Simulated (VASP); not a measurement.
# Ta2N (P-3m1) in VASP: settings compared

Aim: see how the results for Ta2N move with the level of theory and the settings. Levels: PBEsol+U, BLYP, LDA, BLYP+D3(BJ). Tasks: single point.

Everything below comes from runs of VASP 6.6.1. Logs are shortened: lines on timing, memory, paths and dates and some standing lists are left out, and cuts for length are marked.

### Step 1. The cell of the first run

The structure is trigonal, space group P-3m1 (No. 164). The conventional cell has a = 3.113 Å, b = 3.113 Å, c = 4.870 Å, α = 90.00°, β = 90.00°, γ = 120.00°. Ta (site symmetry 3m) has 3 N at 2.18 Å and 12 Ta at 2.99 to 3.11 Å within 3.2 Å. Within 2.9 Å of N (site symmetry -3m) lie 6 Ta at 2.18 Å.

### Step 2. Single point, PBEsol+U

File INCAR:

```
SYSTEM = Ta2N
ALGO     = Normal         ! electronic algorithm
EDIFF    = 1E-6           ! SCF threshold, eV
ENCUT    = 700            ! plane-wave cutoff, eV
GGA      = PS             ! functional
GGA_COMPAT= .False.      
ISIF     = 2              ! what is computed and relaxed
ISMEAR   = 0              ! smearing method
LASPH    = .True.         ! aspherical terms in the spheres
LCHARG   = .False.        ! write CHGCAR
LDAU     = .True.         ! DFT+U
LDAUJ    = 0 0          
LDAUL    = 2 -1           ! shell
LDAUPRINT= 1            
LDAUTYPE = 2            
LDAUU    = 2 0            ! U, eV
LMAXMIX  = 4              ! l up to which the mixer works
LREAL    = .False.        ! projectors in reciprocal space
LWAVE    = .False.        ! write WAVECAR
NBANDS   = 22             ! bands
NELM     = 200            ! most SCF steps
PREC     = Accurate       ! precision mode
SIGMA    = 0.1            ! smearing width, eV
```

File KPOINTS:

```
k-points
0
Gamma
  10 10 6
  0 0 0
```

File POSCAR:

```
Ta2N
1.0
    3.1128615060      0.0000000000      0.0000000000
   -1.5564307530      2.6958171426      0.0000000000
    0.0000000000      0.0000000000      4.8698410000
Ta N
2 1
Direct
    0.3333333333      0.6666666667      0.2547110000
    0.6666666667      0.3333333333      0.7452890000
    0.0000000000      0.0000000000      0.0000000000
```

Potentials or basis: VASP PAW PBE potentials, release 64 (Ta_sv_GW, N).

Command:

```
cat potpaw_PBE.64/Ta_sv_GW/POTCAR potpaw_PBE.64/N/POTCAR > POTCAR
mpirun -np 1 vasp_std > vasp.out
```

OUTCAR:

```text
SYSTEM = Ta2N
   EDIFF = 1E-6
   ENCUT = 700
   GGA = PS
   ISIF = 2
   ISMEAR = 0
   LASPH = .True.
   LREAL = .False.
   NELM = 200
   PREC = Accurate

 ion  position               nearest neighbor table
   1  0.333  0.667  0.255-   3 2.18   3 2.18   3 2.18   2 2.99   2 2.99   2 2.99   2 3.06   2 3.06
                             2 3.06
   2  0.667  0.333  0.745-   3 2.18   3 2.18   3 2.18   1 2.99   1 2.99   1 2.99   1 3.06   1 3.06
                             1 3.06
   3  0.000  0.000  0.000-   1 2.18   2 2.18   1 2.18   2 2.18   2 2.18   1 2.18

  LATTYP: Found a hexagonal cell.
 ALAT       =     3.1128615060
 C/A-ratio  =     1.5644258476

  Lattice vectors:

 A1 = (   3.1128615060,   0.0000000000,   0.0000000000)
 A2 = (  -1.5564307530,   2.6958171426,   0.0000000000)
 A3 = (   0.0000000000,   0.0000000000,   4.8698410000)

Analysis of symmetry for initial positions (statically):
=====================================================================
 Subroutine PRICEL returns:
 Original cell was already a primitive cell.

 Routine SETGRP: Setting up the symmetry group for a
 hexagonal supercell.

 Subroutine GETGRP returns: Found 12 space group operations
 (whereof 12 operations were pure point group operations)
 out of a pool of 24 trial point group operations.

The static configuration has the point symmetry D_3d.

Analysis of symmetry for dynamics (positions and initial velocities):
=====================================================================
 Subroutine PRICEL returns:
 Original cell was already a primitive cell.

 Routine SETGRP: Setting up the symmetry group for a
 hexagonal supercell.

 Subroutine GETGRP returns: Found 12 space group operations
 (whereof 12 operations were pure point group operations)
 out of a pool of 24 trial point group operations.

The dynamic configuration has the point symmetry D_3d.

 Subroutine INISYM returns: Found 12 space group operations
 (whereof 12 operations are pure point group operations),
 and found     1 'primitive' translations

----------------------------------------------------------------------------------------

                                     Primitive cell

  volume of cell :      40.8663

  direct lattice vectors                    reciprocal lattice vectors
     3.112861506  0.000000000  0.000000000     0.321247829  0.185472520  0.000000000
    -1.556430753  2.695817143  0.000000000     0.000000000  0.370945041  0.000000000
     0.000000000  0.000000000  4.869841000     0.000000000  0.000000000  0.205345513

  length of vectors
     3.112861506  3.112861506  4.869841000     0.370945041  0.370945041  0.205345513

  position of ions in fractional coordinates (direct lattice)
     0.333333333  0.666666667  0.254711000
     0.666666667  0.333333333  0.745289000
     0.000000000  0.000000000  0.000000000

  ion indices of the primitive-cell ions
   primitive index   ion index
                 1           1
                 2           2
                 3           3

----------------------------------------------------------------------------------------

 KPOINTS: k-points

Automatic generation of k-mesh.
 Grid dimensions read from file:
 generate k-points for:   10   10    6

[... 92 lines left out ...]
   GGA     = PS    functional components
   LHFCALC =     F    Hartree Fock is set to
   AEXX    =    0.0000 exact exchange contribution
   IVDW    =     0    specifies the selected vdW correction
   LEPSILON=     F    determine dielectric tensor
   LRPA    =     F    only Hartree local field effects (RPA)
 non-spin polarized calculation
 Gauss-broadening in eV      SIGMA  =   0.10
  energy-cutoff  :      700.00
  volume of cell :       40.87
 maximum number of plane-waves:      1743
 NGX is ok and might be reduce to    28
   NGX = 13   NGY = 13   NGZ = 21

atom =   1  type =  1  l = 2

 onsite density matrix

spin component  1

  0.2233  0.0000 -0.0000 -0.0081 -0.0000
  0.0000  0.2237  0.0000 -0.0000 -0.0081
 -0.0000  0.0000  0.2444 -0.0000 -0.0000
 -0.0081 -0.0000 -0.0000  0.2237 -0.0000
 -0.0000 -0.0081 -0.0000 -0.0000  0.2233

spin component  2

  0.2233  0.0000 -0.0000 -0.0081 -0.0000
  0.0000  0.2237  0.0000 -0.0000 -0.0081
 -0.0000  0.0000  0.2444 -0.0000 -0.0000
 -0.0081 -0.0000 -0.0000  0.2237 -0.0000
 -0.0000 -0.0081 -0.0000 -0.0000  0.2233

 occupancies and eigenvectors

  o =  0.2154  v = -0.0000  0.6979  0.0000 -0.0000  0.7162  0.0000  0.0000  0.0000  0.0000  0.0000      0.0000  0.0000  0.0000  0.0000  0.0000  0.0000  0.0000  0.0000  0.0000  0.0000
  o =  0.2154  v =  0.0000  0.0000  0.0000  0.0000  0.0000 -0.0000  0.6979  0.0000 -0.0000  0.7162      0.0000  0.0000  0.0000  0.0000  0.0000  0.0000  0.0000  0.0000  0.0000  0.0000
  o =  0.2154  v =  0.7162  0.0000  0.0000  0.6979  0.0000  0.0000  0.0000  0.0000  0.0000  0.0000      0.0000  0.0000  0.0000  0.0000  0.0000  0.0000  0.0000  0.0000  0.0000  0.0000
  o =  0.2154  v =  0.0000  0.0000  0.0000  0.0000  0.0000  0.7162  0.0000  0.0000  0.6979  0.0000      0.0000  0.0000  0.0000  0.0000  0.0000  0.0000  0.0000  0.0000  0.0000  0.0000
  o =  0.2316  v = -0.0000 -0.7162  0.0000  0.0000  0.6979  0.0000  0.0000  0.0000  0.0000  0.0000      0.0000  0.0000  0.0000  0.0000  0.0000  0.0000  0.0000  0.0000  0.0000  0.0000
  o =  0.2316  v =  0.0000  0.0000  0.0000  0.0000  0.0000 -0.0000 -0.7162  0.0000  0.0000  0.6979      0.0000  0.0000  0.0000  0.0000  0.0000  0.0000  0.0000  0.0000  0.0000  0.0000
  o =  0.2316  v =  0.0000  0.0000  0.0000  0.0000  0.0000 -0.6979  0.0000 -0.0000  0.7162 -0.0000      0.0000  0.0000  0.0000  0.0000  0.0000  0.0000  0.0000  0.0000  0.0000  0.0000
  o =  0.2316  v = -0.6979  0.0000 -0.0000  0.7162 -0.0000  0.0000  0.0000  0.0000  0.0000  0.0000      0.0000  0.0000  0.0000  0.0000  0.0000  0.0000  0.0000  0.0000  0.0000  0.0000
  o =  0.2444  v =  0.0000  0.0000  0.0000  0.0000  0.0000 -0.0000 -0.0000 -1.0000  0.0000  0.0000      0.0000  0.0000  0.0000  0.0000  0.0000  0.0000  0.0000  0.0000  0.0000  0.0000
  o =  0.2444  v = -0.0000 -0.0000 -1.0000  0.0000  0.0000  0.0000  0.0000  0.0000  0.0000  0.0000      0.0000  0.0000  0.0000  0.0000  0.0000  0.0000  0.0000  0.0000  0.0000  0.0000

atom =   2  type =  1  l = 2

 onsite density matrix

spin component  1

  0.2233  0.0000  0.0000 -0.0081 -0.0000
  0.0000  0.2237  0.0000 -0.0000 -0.0081
  0.0000  0.0000  0.2444 -0.0000 -0.0000
 -0.0081 -0.0000 -0.0000  0.2237 -0.0000
 -0.0000 -0.0081 -0.0000 -0.0000  0.2233

spin component  2

  0.2233  0.0000  0.0000 -0.0081 -0.0000
  0.0000  0.2237  0.0000 -0.0000 -0.0081
  0.0000  0.0000  0.2444 -0.0000 -0.0000
 -0.0081 -0.0000 -0.0000  0.2237 -0.0000
 -0.0000 -0.0081 -0.0000 -0.0000  0.2233

 occupancies and eigenvectors

  o =  0.2154  v =  0.0000 -0.6979 -0.0000  0.0000 -0.7162  0.0000  0.0000  0.0000  0.0000  0.0000      0.0000  0.0000  0.0000  0.0000  0.0000  0.0000  0.0000  0.0000  0.0000  0.0000
  o =  0.2154  v =  0.0000  0.0000  0.0000  0.0000  0.0000  0.0000 -0.6979 -0.0000  0.0000 -0.7162      0.0000  0.0000  0.0000  0.0000  0.0000  0.0000  0.0000  0.0000  0.0000  0.0000
  o =  0.2154  v =  0.0000  0.0000  0.0000  0.0000  0.0000 -0.7162  0.0000  0.0000 -0.6979 -0.0000      0.0000  0.0000  0.0000  0.0000  0.0000  0.0000  0.0000  0.0000  0.0000  0.0000
  o =  0.2154  v = -0.7162  0.0000  0.0000 -0.6979 -0.0000  0.0000  0.0000  0.0000  0.0000  0.0000      0.0000  0.0000  0.0000  0.0000  0.0000  0.0000  0.0000  0.0000  0.0000  0.0000
  o =  0.2316  v =  0.0000  0.0000  0.0000  0.0000  0.0000  0.0000  0.7162 -0.0000  0.0000 -0.6979      0.0000  0.0000  0.0000  0.0000  0.0000  0.0000  0.0000  0.0000  0.0000  0.0000
  o =  0.2316  v =  0.0000  0.7162 -0.0000  0.0000 -0.6979  0.0000  0.0000  0.0000  0.0000  0.0000      0.0000  0.0000  0.0000  0.0000  0.0000  0.0000  0.0000  0.0000  0.0000  0.0000
  o =  0.2316  v = -0.6979  0.0000 -0.0000  0.7162  0.0000  0.0000  0.0000  0.0000  0.0000  0.0000      0.0000  0.0000  0.0000  0.0000  0.0000  0.0000  0.0000  0.0000  0.0000  0.0000
  o =  0.2316  v =  0.0000  0.0000  0.0000  0.0000  0.0000 -0.6979  0.0000 -0.0000  0.7162  0.0000      0.0000  0.0000  0.0000  0.0000  0.0000  0.0000  0.0000  0.0000  0.0000  0.0000
  o =  0.2444  v =  0.0000 -0.0000 -1.0000 -0.0000  0.0000  0.0000  0.0000  0.0000  0.0000  0.0000      0.0000  0.0000  0.0000  0.0000  0.0000  0.0000  0.0000  0.0000  0.0000  0.0000
  o =  0.2444  v =  0.0000  0.0000  0.0000  0.0000  0.0000  0.0000 -0.0000 -1.0000 -0.0000  0.0000      0.0000  0.0000  0.0000  0.0000  0.0000  0.0000  0.0000  0.0000  0.0000  0.0000

 number of electron      30.9999999 magnetization

 Free energy of the ion-electron system (eV)
  ---------------------------------------------------
  ext. energy  EPLUGINS =         0.00000000
  ---------------------------------------------------
  free energy    TOTEN  =       -37.94904904 eV

  energy without entropy =      -37.94010089  energy(sigma->0) =      -37.94457496

 E-fermi :  12.0443     XC(G=0): -13.3669

 val. band max:       12.0430932399   @ k =   0.1000  -0.0000   0.0000
 cond. band min:      12.0534619832   @ k =   0.2000   0.1000   0.1667
 fundamental gap:      0.0103687433
 Fermi energy:        12.0443294516

 k-point     1 :       0.0000    0.0000    0.0000
  band No.  band energies     occupation
      1     -57.0832      2.00000
      2     -57.0071      2.00000
      3     -24.0267      2.00000
      4     -23.3166      2.00000
      5     -23.3166      2.00000
      6     -23.1914      2.00000
[... 589 lines left out ...]
     21      16.5691      0.00000
     22      17.4813      0.00000

 [... further k-points ...]

------------------------ aborting loop because EDIFF is reached ----------------------------------------

  FORCE on cell =-STRESS in cart. coord.  units (eV):
  Direction    XX          YY          ZZ          XY          YZ          ZX
  --------------------------------------------------------------------------------------
  -------------------------------------------------------------------------------------
  Total       -1.1431155     -1.1431155     -0.4550896      0.0000000     -0.0000000      0.0000000
  in kB      -44.8162674    -44.8162674    -17.8419557      0.0000000     -0.0000000      0.0000000
  external PRESSURE =     -35.8248302 kB  Pullay stress =       0.0000000 kB

 VOLUME and BASIS-vectors are now :
 -----------------------------------------------------------------------------
  energy-cutoff  :      700.00
  volume of cell :       40.87
      direct lattice vectors                 reciprocal lattice vectors
     3.112861506  0.000000000  0.000000000     0.321247829  0.185472520  0.000000000
    -1.556430753  2.695817143  0.000000000     0.000000000  0.370945041  0.000000000
     0.000000000  0.000000000  4.869841000     0.000000000  0.000000000  0.205345513

 POSITION                                       TOTAL-FORCE (eV/Angst)
 -----------------------------------------------------------------------------------
     -0.00000      1.79721      1.24040        -0.000000      0.000000      0.000356
      1.55643      0.89861      3.62944         0.000000     -0.000000     -0.000356
      0.00000      0.00000      0.00000         0.000000      0.000000      0.000000
 -----------------------------------------------------------------------------------
    total drift:                                0.000000     -0.000000     -0.000000

  FREE ENERGIE OF THE ION-ELECTRON SYSTEM (eV)
  ---------------------------------------------------
  free  energy   TOTEN  =       -37.9490490376 eV

  energy  without entropy=      -37.9401008882  energy(sigma->0) =      -37.94457496
```

Wall time 41 s (1 thread of Intel Xeon 6975P-C (Granite Rapids), shared host); peak memory 0.24 GiB.

Results:

| Property | Result |
| --- | --- |
| Free energy | -37.9490 eV |
| Pressure | -3.6 GPa |
| Band gap on the k mesh | zero (an odd number of electrons rules out a gap without spin polarisation) |

Eigenvalues of the final occupation matrices:
```csv
site,spin,trace,eigenvalues
site 1 d,1,1.14,0.22 0.22 0.23 0.23 0.24
site 1 d,2,1.14,0.22 0.22 0.23 0.23 0.24
site 2 d,1,1.14,0.22 0.22 0.23 0.23 0.24
site 2 d,2,1.14,0.22 0.22 0.23 0.23 0.24
```

Caveat: the cell stands under tension; the PAW data sets were made with another functional, which shifts forces and pressure a little; spin-orbit coupling is left out, which moves the levels of the heavy elements; U without spin polarisation on a metal has little footing.

### Step 3. Single point, BLYP

File INCAR:

```
SYSTEM = Ta2N
  PREC = Accurate
  ENCUT = 700
  EDIFF = 1E-6
  ISMEAR = -1
  SIGMA = 0.05
  LREAL = .FALSE.
  LASPH = .TRUE.
  NELM = 120
  ALGO = Normal
  ISIF = 2
  LWAVE = .FALSE.
  LCHARG = .FALSE.
  GGA = B5
  ALDAX = 1.0
  AGGAX = 1.0
  AGGAC = 1.0
  ALDAC = 0.0
  NBANDS = 22
  GGA_COMPAT = .FALSE.
```

File KPOINTS:

```
regular mesh
0
G
  10 10 6
  0 0 0
```

POSCAR is that of step 2.

Potentials or basis: VASP PAW PBE potentials, release 64 (Ta_sv_GW, N).

Command:

```
cat potpaw_PBE.64/Ta_sv_GW/POTCAR potpaw_PBE.64/N/POTCAR > POTCAR
mpirun -np 1 vasp_std > vasp.out
```

Wall time 86 s (1 thread of Intel Xeon Platinum 8488C (Sapphire Rapids), shared host); peak memory 0.24 GiB.

The run converged. Its results:

- Free energy: -35.7898 eV
- Pressure: 8.7 GPa
- Largest force: 0.462 eV/Å
- Band gap on the k mesh: zero (an odd number of electrons rules out a gap without spin polarisation)

Forces in eV/Å, atoms in the order of the input:
```
Ta   0.000  0.000  0.462
Ta   0.000  0.000 -0.462
N    0.000  0.000  0.000
```

Stress tensor (GPa, compression positive):
```
8.46 0.00 0.00
0.00 8.46 0.00
0.00 0.00 9.05
```

Levels at points of the mesh, in eV from the Fermi level:
| k point | band 11 | band 12 | band 13 | band 14 | band 15 | band 16 | band 17 | band 18 | band 19 | band 20 |
| --- | --- | --- | --- | --- | --- | --- | --- | --- | --- | --- |
| (0.00, 0.00, 0.00) | -6.00 | -6.00 | -4.76 | -0.62 | -0.24 | -0.24 | 0.25 | 0.27 | 0.27 | 1.10 |
| (0.50, 0.00, 0.00) | -6.43 | -6.30 | -4.40 | -2.49 | -1.29 | 1.71 | 1.84 | 3.64 | 3.90 | 4.16 |
| (0.00, 0.00, 0.50) | -6.18 | -6.18 | -2.80 | -2.52 | -1.10 | -1.10 | 1.75 | 2.16 | 2.27 | 2.27 |
| (0.50, 0.00, 0.50) | -6.59 | -6.03 | -3.13 | -2.04 | -2.00 | -0.27 | 0.68 | 3.18 | 3.48 | 3.88 |

Caveat: the cell stands under pressure; the PAW data sets were made with another functional, which shifts forces and pressure a little; spin-orbit coupling is left out, which moves the levels of the heavy elements.

### Step 4. Single point, LDA

This run uses another cell than the first one, of 12.97 Å³/atom.

File INCAR:

```
SYSTEM = Ta2N
PREC = Accurate
ENCUT = 1330
EDIFF = 1E-6
ISMEAR = -1
SIGMA = 0.05
LREAL = .FALSE.
LASPH = .TRUE.
NELM = 120
ALGO = Normal
ISIF = 2
LWAVE = .FALSE.
LCHARG = .FALSE.
NBANDS = 22
GGA_COMPAT = .FALSE.
```

File KPOINTS:

```
Automatic mesh
0
G
  10 10 6
  0 0 0
```

File POSCAR:

```
Ta2N
1.0
    3.0653437471      0.0000000000      0.0000000000
   -1.5326718735      2.6546655563      0.0000000000
    0.0000000000      0.0000000000      4.7801075143
Ta N
2 1
Direct
    0.3333333333      0.6666666667      0.2527259034
    0.6666666667      0.3333333333      0.7472740966
    0.0000000000      0.0000000000      0.0000000000
```

Potentials or basis: VASP PAW LDA potentials, release 64 (Ta_sv_GW, N_h).

Command:

```
cat potpaw_LDA.64/Ta_sv_GW/POTCAR potpaw_LDA.64/N_h/POTCAR > POTCAR
mpirun -np 1 vasp_std > vasp.out
```

It took 2.6 min on 1 thread of Intel Xeon Platinum 8375C at 2.90GHz (Ice Lake), shared host; peak memory 0.4 GiB.

The run converged. Its results:

| Quantity | Value |
| --- | --- |
| Free energy | -42.6552 eV |
| Pressure | 1.0 GPa |
| Largest force | 0.037 eV/Å |
| Band gap on the k mesh | zero (an odd number of electrons rules out a gap without spin polarisation) |

Forces in eV/Å, atoms in the order of the input:
```
Ta   0.000  0.000  0.037
Ta   0.000  0.000 -0.037
N    0.000  0.000  0.000
```

Levels at points of the mesh, in eV from the Fermi level:
```
           k point  band 11  band 12  band 13  band 14  band 15  band 16  band 17  band 18  band 19  band 20
(0.00, 0.00, 0.00)    -6.36    -6.36    -4.72    -0.68    -0.28    -0.28     0.24     0.24     0.39     1.29
(0.50, 0.00, 0.00)    -6.68    -6.63    -4.76    -2.56    -1.26     1.97     2.00     3.89     4.21     4.55
(0.00, 0.00, 0.50)    -6.55    -6.55    -2.82    -2.58    -1.23    -1.23     1.91     2.26     2.38     2.38
(0.50, 0.00, 0.50)    -6.87    -6.33    -3.43    -2.04    -2.02    -0.13     0.82     3.41     3.66     4.25
```

Caveat: spin-orbit coupling is left out, which moves the levels of the heavy elements.

### Step 5. Single point, BLYP+D3(BJ), non-collinear spin, zero start, spin-orbit coupling

File INCAR:

```
SYSTEM = Ta2N
AGGAC = 1.0 ; AGGAX = 1.0
ALDAC = 0.0 ; ALDAX = 1.0
ALGO = Normal ; EDIFF = 1E-6
ENCUT = 700 ; GGA = B5
GGA_COMPAT = .False. ; ISIF = 2
ISMEAR = -5 ; IVDW = 12
LASPH = .True. ; LCHARG = .False.
LMAXMIX = 4 ; LNONCOLLINEAR = .True.
LORBIT = 11 ; LORBMOM = .True.
LREAL = .False. ; LSORBIT = .True.
LWAVE = .False. ; MAGMOM = 0 0 0 0 0 0 0 0 0
NBANDS = 44 ; NELM = 200
PREC = Accurate ; SIGMA = 0.1
VDW_A1 = 0.4298 ; VDW_A2 = 4.2359
VDW_S6 = 1.0 ; VDW_S8 = 2.6996
```

File KPOINTS:

```
k-points
0
Gamma
  10 10 6
  0 0 0
```

File POSCAR:

```
Ta2N
1.0
    3.1128615100      0.0000000000      0.0000000000
   -1.5564307550      2.6958171461      0.0000000000
    0.0000000000      0.0000000000      4.8698410000
Ta N
2 1
Direct
    0.3333333333      0.6666666667      0.2547110000
    0.6666666667      0.3333333333      0.7452890000
    0.0000000000      0.0000000000      0.0000000000
```

Potentials or basis: VASP PAW PBE potentials, release 64 (Ta_sv_GW, N).

Command:

```
cat potpaw_PBE.64/Ta_sv_GW/POTCAR potpaw_PBE.64/N/POTCAR > POTCAR
mpirun -np 1 vasp_ncl > vasp.out
```

Wall time 4.5 min (1 thread of Intel Xeon 6975P-C (Granite Rapids), shared host); peak memory 0.49 GiB.

Results (log left out):

```yaml
Free_energy: -42.3009 eV
Pressure: -6.5 GPa
Largest_force: 0.446 eV/Å
Net_moment: 0.00 μB per cell
Valence_electrons_inside_the_program's_atomic_spheres: Ta 12.21; N 3.75
Dispersion_energy_per_atom: -1.230 eV
```

Forces on the atoms (eV/Å):
```
Ta   0.000  0.000  0.446
Ta   0.000  0.000 -0.446
N    0.000  0.000  0.000
```

Stress tensor (GPa, compression positive):
```
-6.59  0.00  0.00
 0.00 -6.59  0.00
 0.00  0.00 -6.32
```

Moments on the atoms (μB; x, y, z):
```
Ta  0.00 0.00 0.00
Ta  0.00 0.00 0.00
N   0.00 0.00 0.00
```

Caveat: the cell stands under tension; the dispersion term is far too large for a dense solid, which distorts pressure and volume; the PAW data sets were made with another functional, which shifts forces and pressure a little.

(Continued in part 2 of 2.)

The gap in the log of VASP goes by the Fermi energy; the results here count the filled bands.